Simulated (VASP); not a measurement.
NbAl2B3, 6 atoms in the cell. Symmetry: Cmmm, No. 65, orthorhombic system. Conventional cell: a = 4.608 Å, b = 7.721 Å, c = 3.618 Å, α = 90.00°, β = 90.00°, γ = 90.00°. Within 3.0 Å of Al (site symmetry 2/m) lie 6 B at 2.25 Å and 2 Al at 2.30 Å and 4 Nb at 2.89 Å. Nb (site symmetry mmm) has 10 B at 2.61 to 2.93 Å and 8 Al at 2.89 Å within 3.4 Å. Within 2.9 Å of B (site symmetry m2m) lie 5 B at 2.19 to 2.69 Å and 4 Al at 2.25 Å and 3 Nb at 2.61 to 2.62 Å. B (site symmetry mmm) has 4 B at 2.19 Å and 4 Al at 2.25 Å and 4 Nb at 2.93 Å within 3.0 Å. The cell was generated, and may not be a known phase.

```yaml
Program: VASP 6.6.1
Task: single point
Functional: PBE
Potentials_or_basis: VASP PAW PBE potentials, release 64 (Al, Nb_sv, B)
Cutoff: 520 eV
k_mesh: 4 × 4 × 6
Occupations: gaussian, width 0.1 eV
Spin: no spin polarisation
Dipole_correction: no
Further_INCAR_settings: ALGO = Normal; EDIFF = 1e-06; NBANDS = 23
```

Potentials or basis: VASP PAW PBE potentials, release 64 (Al, Nb_sv, B).

Launch:

```console
$ cat potpaw_PBE.64/Al/POTCAR potpaw_PBE.64/Nb_sv/POTCAR potpaw_PBE.64/B/POTCAR > POTCAR
$ mpirun -np 1 vasp_std > vasp.out
```

Hardware: 1 thread of AMD EPYC 7R13 Processor (Zen 3) (shared host).

**Question.** How long does it take, and how much memory?

**Answer.** Wall time 40 s on 1 thread of AMD EPYC 7R13 Processor (Zen 3), with other jobs on the host, peak memory 0.17 GiB. Counts: scf iterations 13, k points 28.
